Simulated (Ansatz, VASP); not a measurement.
**Mg in VASP and in Ansatz**

Contents of INCAR:

```
PREC = Accurate ; ENCUT = 520
EDIFF = 1E-7 ; ISMEAR = 0
SIGMA = 0.15 ; LREAL = F
LASPH = T ; NELM = 60
ALGO = Normal ; ISIF = 2
LWAVE = F ; LCHARG = F
GGA = PE ; NBANDS = 9
```

KPOINTS

```
regular mesh
0
Gamma
  18 18 10
```

The input POSCAR:

```
Mg
1.0
    3.3376423938      0.0000000000      0.0000000000
   -1.6688211969      2.8904831018      0.0000000000
    0.0000000000      0.0000000000      5.2103300000
Mg
2
Direct
    0.3333333333      0.6666666667      0.2500000000
    0.6666666667      0.3333333333      0.7500000000
```

Input for Ansatz:

```yaml
crystal:
  lattice:
    - [3.3376423938, 0.0, 0.0]
    - [-1.6688211969, 2.8904831018, 0.0]
    - [0.0, 0.0, 5.21033]
  atoms:
    - { symbol: Mg, position: [0.3333333333, 0.6666666667, 0.25] }
    - { symbol: Mg, position: [0.6666666667, 0.3333333333, 0.75] }
basis:
  ecutwfc: 420
kpoints:
  mp_grid: { grid: [18, 18, 10] }
hamiltonian:
  xc: pbe
scf:
  occupations: { method: gaussian, width: 0.15 }
output:
  forces: true
  stress: true
  eigenvalues: true
```

Change from the starting cell: strain +0.040 along x and y, +0.000 along z, atoms carried along.

Alike in both runs: task single point; functional PBE; k mesh 18 × 18 × 10; occupations gaussian, width 0.15 eV; no spin polarisation.

|  | VASP | Ansatz |
| --- | --- | --- |
| version | VASP 6.6.1 | Ansatz 0.2.0 |
| potentials or method | VASP PAW PBE potentials, release 64 (Mg), cutoff 520 eV | scalar-relativistic, plane waves, PAW |
| valence electrons in the cell | 4 | 20 |

|  | VASP | Ansatz | Ansatz less VASP |
| --- | --- | --- | --- |
| gap on the k mesh at the Fermi level (eV) | none | none | - |
| pressure (GPa) | -2.8 | -2.7 | +0.12 |
| traceless stress, the component that is largest in VASP (GPa) | 0.69 | 0.69 | +0.004 |

A gap of «none» marks a metal or a gap that the smearing closes. VASP's potentials hold 4 valence electrons a cell and Ansatz's 20, so a difference there can come from the potentials and not from the codes.
